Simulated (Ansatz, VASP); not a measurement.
## Two plane-wave programs on Si2Mo

```
CELL_PARAMETERS angstrom
-1.58926 1.58926 3.89800
1.58926 -1.58926 3.89800
1.58926 1.58926 -3.89800
ATOMIC_POSITIONS crystal
Si 0.33460 0.33460 0.00000
Si 0.66540 0.66540 0.00000
Mo 0.00000 0.00000 0.00000
```

Alike in both runs: functional PBE; dispersion D3(BJ); k mesh 18 × 18 × 18; occupations gaussian, width 0.1 eV; no spin polarisation.

Ansatz relaxed the structure, and its values are those at the end. VASP's run is a single point on that final structure, the one shown.

|  | VASP | Ansatz |
| --- | --- | --- |
| version | VASP 6.6.1 | Ansatz 0.2.0 |
| potentials or method | VASP PAW PBE potentials, release 64 (Si, Mo_sv), cutoff 520 eV | scalar-relativistic, plane waves, PAW |
| valence electrons in the cell | 22 | 22 |

VASP gave:

- gap on the k mesh at the Fermi level (eV): none
- pressure (GPa): 0.2

**Question.** Which values does Ansatz return?

**Answer.** gap on the k mesh at the Fermi level (eV): none; pressure (GPa): 0.0.

A gap of «none» marks a metal or a gap that the smearing closes.
